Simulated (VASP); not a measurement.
# C (P6_3/mmc) in VASP: settings compared, part 2 of 2

VASP 6.6.1. Earlier steps stand in the parts before.

## (4) Single point, r2SCAN

This run uses another cell than the first one, of 5.64 Å³/atom.

Contents of POSCAR:

```
C
1.0
    2.5123841556      0.0000000000      0.0000000000
   -1.2561920778      2.1757885028      0.0000000000
    0.0000000000      0.0000000000     12.3918041982
C
12
Direct
    0.6666666667      0.3333333333      0.3549449554
    0.3333333333      0.6666666667      0.8549449554
    0.6666666667      0.3333333333      0.1450550446
    0.3333333333      0.6666666667      0.6450550446
    0.6666666667      0.3333333333      0.4792357441
    0.3333333333      0.6666666667      0.9792357441
    0.6666666667      0.3333333333      0.0207642559
    0.3333333333      0.6666666667      0.5207642559
    0.0000000000      0.0000000000      0.8131715724
    0.0000000000      0.0000000000      0.3131715724
    0.0000000000      0.0000000000      0.6868284276
    0.0000000000      0.0000000000      0.1868284276
```

Contents of INCAR.step1:

```
SYSTEM = C
  ALGO = Normal
  EDIFF = 1E-4
  ENCUT = 520
  GGA = PE
  ISMEAR = -1
  LASPH = .TRUE.
  LCHARG = .FALSE.
  LREAL = .FALSE.
  LWAVE = .TRUE.
  NBANDS = 36
  NELM = 60
  PREC = Accurate
  SIGMA = 0.05
```

Contents of INCAR.step2:

```
SYSTEM = C
  ALGO = Normal
  EDIFF = 1E-6
  ENCUT = 520
  ISIF = 2
  ISMEAR = -1
  ISTART = 1
  LASPH = .TRUE.
  LCHARG = .TRUE.
  LELF = .TRUE.
  LMIXTAU = .TRUE.
  LREAL = .FALSE.
  LVHAR = .TRUE.
  LWAVE = .FALSE.
  METAGGA = R2SCAN
  NBANDS = 36
  NELM = 60
  PREC = Accurate
  SIGMA = 0.05
```

Contents of KPOINTS:

```
k-points
0
G
  12 12 3
  0 0 0
```

Potentials or basis: VASP PAW PBE potentials, release 64 (C).

Run with:

```bash
> cat potpaw_PBE.64/C/POTCAR > POTCAR
> cp INCAR.step1 INCAR
> mpirun -np 1 vasp_std > vasp.out
> cp INCAR.step2 INCAR
> mpirun -np 1 vasp_std > vasp.out
```

OUTCAR:

```text
SYSTEM = C
   EDIFF = 1E-6
   ENCUT = 520
   ISIF = 2
   ISMEAR = -1
   ISTART = 1
   LASPH = .TRUE.
   LREAL = .FALSE.
   METAGGA = R2SCAN
   NELM = 60
   PREC = Accurate

 ion  position               nearest neighbor table
   1  0.667  0.333  0.355-  10 1.54  10 1.54  10 1.54   5 1.54
   2  0.333  0.667  0.855-   9 1.54   9 1.54   9 1.54   6 1.54
   3  0.667  0.333  0.145-  12 1.54  12 1.54  12 1.54   7 1.54
   4  0.333  0.667  0.645-  11 1.54  11 1.54  11 1.54   8 1.54
[... 1169 lines left out ...]

 VOLUME and BASIS-vectors are now :
 -----------------------------------------------------------------------------
  energy-cutoff  :      520.00
  volume of cell :       67.74
      direct lattice vectors                 reciprocal lattice vectors
     2.512384156  0.000000000  0.000000000     0.398028302  0.229801747  0.000000000
    -1.256192078  2.175788503  0.000000000     0.000000000  0.459603495  0.000000000
     0.000000000  0.000000000 12.391804198     0.000000000  0.000000000  0.080698499

 POSITION                                       TOTAL-FORCE (eV/Angst)
 -----------------------------------------------------------------------------------
      1.25619      0.72526      4.39841         0.000000     -0.000000     -0.000523
     -0.00000      1.45053     10.59431        -0.000000      0.000000     -0.000523
      1.25619      0.72526      1.79749         0.000000     -0.000000      0.000523
     -0.00000      1.45053      7.99340        -0.000000      0.000000      0.000523
      1.25619      0.72526      5.93860         0.000000     -0.000000      0.002047
     -0.00000      1.45053     12.13450        -0.000000      0.000000      0.002047
      1.25619      0.72526      0.25731         0.000000     -0.000000     -0.002047
     -0.00000      1.45053      6.45321        -0.000000      0.000000     -0.002047
      0.00000      0.00000     10.07666         0.000000      0.000000     -0.008670
      0.00000      0.00000      3.88076        -0.000000     -0.000000     -0.008670
      0.00000      0.00000      8.51104         0.000000      0.000000      0.008670
      0.00000      0.00000      2.31514         0.000000     -0.000000      0.008670
 -----------------------------------------------------------------------------------
    total drift:                               -0.000000     -0.000000      0.000000

  FREE ENERGIE OF THE ION-ELECTRON SYSTEM (eV)
  ---------------------------------------------------
  free  energy   TOTEN  =      -117.8624767378 eV

  energy  without entropy=     -117.8624767377  energy(sigma->0) =     -117.86247674
```

OUTCAR.step1:

```text
SYSTEM = C
   EDIFF = 1E-4
   ENCUT = 520
   GGA = PE
   ISMEAR = -1
   LASPH = .TRUE.
[... 1199 lines left out ...]
      0.00000      0.00000      3.88076         0.000000     -0.000000     -0.026947
      0.00000      0.00000      8.51104        -0.000000      0.000000      0.026947
      0.00000      0.00000      2.31514         0.000000     -0.000000      0.026947
 -----------------------------------------------------------------------------------
    total drift:                               -0.000000     -0.000000      0.000000

  FREE ENERGIE OF THE ION-ELECTRON SYSTEM (eV)
  ---------------------------------------------------
  free  energy   TOTEN  =      -109.0319126811 eV

  energy  without entropy=     -109.0319126810  energy(sigma->0) =     -109.03191268
```

Wall time 5.1 min (1 thread of AMD EPYC 7R43 (Zen 3), shared host); peak memory 0.19 GiB.

What came out:

* Free energy: -117.8625 eV
* Pressure: 1.1 GPa
* Largest force: 0.009 eV/Å
* Band gap on the k mesh: 4.66 eV (least direct gap 5.63 eV)

Forces in eV/Å, atoms in the order of the input:
```
C    0.000  0.000 -0.001
C    0.000  0.000 -0.001
C    0.000  0.000  0.001
C    0.000  0.000  0.001
C    0.000  0.000  0.002
C    0.000  0.000  0.002
C    0.000  0.000 -0.002
C    0.000  0.000 -0.002
C    0.000  0.000 -0.009
C    0.000  0.000 -0.009
C    0.000  0.000  0.009
C    0.000  0.000  0.009
```

Caveat: the PAW data sets were made with another functional, which shifts forces and pressure a little; an odd mesh through Γ misses points on the zone boundary, where band edges can lie.

## (5) Overview

```tsv
level	cell	gap on the mesh (eV)	pressure (GPa)	largest force (eV/Å)
RPBE	a = 2.522, b = 2.522, c = 12.356 Å, angles 90.0, 90.0, 120.0°, 12 atoms, atomic positions A	4.38	8.8	0.33
PBE exchange alone	a = 2.522, b = 2.522, c = 12.356 Å, angles 90.0, 90.0, 120.0°, 12 atoms, atomic positions A	4.69	32.7	0.33
r2SCAN	a = 2.512, b = 2.512, c = 12.392 Å, angles 90.0, 90.0, 120.0°, 12 atoms, atomic positions B	4.66	1.1	0.01
```

Alike in all rows: task single point; potentials or basis VASP PAW PBE potentials, release 64 (C); no spin polarisation; k mesh 12 × 12 × 3; cutoff (eV) 520; smearing fermi-dirac 0.05 eV.

Caveats: an odd mesh through Γ misses points on the zone boundary, where band edges can lie; the cell stands under pressure (at least some runs); the PAW data sets were made with another functional, which shifts forces and pressure a little (at least some runs).

Absolute energies hang on the potentials; compare differences alone.
